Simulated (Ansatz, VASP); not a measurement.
# Two plane-wave programs on Al5Cu3

The input INCAR:

```
SYSTEM = Al5Cu3
ALGO = Fast
EDIFF = 1E-7
EDIFFG = -0.01
ENCUT = 600
GGA = PE
IBRION = 2
ISIF = 3
ISMEAR = 0
LASPH = .True.
LCHARG = .False.
LREAL = .False.
LWAVE = .False.
NELM = 60
NSW = 100
PREC = Accurate
SIGMA = 0.1
```

The input KPOINTS:

```
k-points
0
Gamma
  8 8 4
  0 0 0
```

POSCAR

```
Al5Cu3
1.0
    3.8092012645      0.0000000000      0.0000000000
    0.0000000000      3.9023217382      0.0000000000
    0.0000000000      0.0000000000      7.7734611411
Al Cu
5 3
Direct
    0.0000000000      0.0000000000      0.5000000000
    0.0000000000      0.0000000000      0.0000000000
    0.5000000000      0.5000000000      0.0000000000
    0.0000000000      0.5000000000      0.7373132006
    0.0000000000      0.5000000000      0.2626867994
    0.5000000000      0.0000000000      0.7433133923
    0.5000000000      0.0000000000      0.2566866077
    0.5000000000      0.5000000000      0.5000000000
```

Input for Ansatz:

```yaml
crystal:
  lattice:
    - [3.8092012645, 0.0, 0.0]
    - [0.0, 3.9023217382, 0.0]
    - [0.0, 0.0, 7.7734611411]
  atoms:
    - { symbol: Al, position: [0.0, 0.0, 0.5] }
    - { symbol: Al, position: [0.0, 0.0, 0.0] }
    - { symbol: Al, position: [0.5, 0.5, 0.0] }
    - { symbol: Al, position: [0.0, 0.5, 0.7373132006] }
    - { symbol: Al, position: [0.0, 0.5, 0.2626867994] }
    - { symbol: Cu, position: [0.5, 0.0, 0.7433133923] }
    - { symbol: Cu, position: [0.5, 0.0, 0.2566866077] }
    - { symbol: Cu, position: [0.5, 0.5, 0.5] }
basis:
  ecutwfc: 420
kpoints:
  mp_grid: { grid: [8, 8, 4] }
hamiltonian:
  xc: pbe
scf:
  occupations: { method: gaussian, width: 0.1 }
output:
  forces: true
  stress: true
  eigenvalues: true
relax:
  adjacent_minimum: "off"
  f_tol: 0.01
  max_steps: 80
  cell: { stress_tol: 0.05 }
```

Change from the starting cell: species swapped into the Ti3Al5 type (Pmmm, No. 47).

Alike in both runs: task relaxation of cell and atoms; functional PBE; k mesh 8 × 8 × 4; occupations gaussian, width 0.1 eV; no spin polarisation.

|  | VASP | Ansatz |
| --- | --- | --- |
| version | VASP 6.6.1 | Ansatz 0.2.0 |
| potentials or method | VASP PAW PBE potentials, release 64 (Al, Cu), cutoff 600 eV | scalar-relativistic, plane waves, PAW |
| valence electrons in the cell | 48 | 72 |

Ansatz gave:

- gap on the k mesh at the Fermi level, each at its own relaxed structure (eV): none
- relaxed volume (Å³/atom): 14.42
- relaxed length of the cell vector where the two differ most in proportion (Å): 3.756

Q: What did VASP give for the same quantities?

A: gap on the k mesh at the Fermi level, each at its own relaxed structure (eV): none; relaxed volume (Å³/atom): 14.46; relaxed length of the cell vector where the two differ most in proportion (Å): 3.762.

A gap of «none» marks a metal or a gap that the smearing closes. VASP's potentials hold 48 valence electrons a cell and Ansatz's 72, so a difference there can come from the potentials and not from the codes.
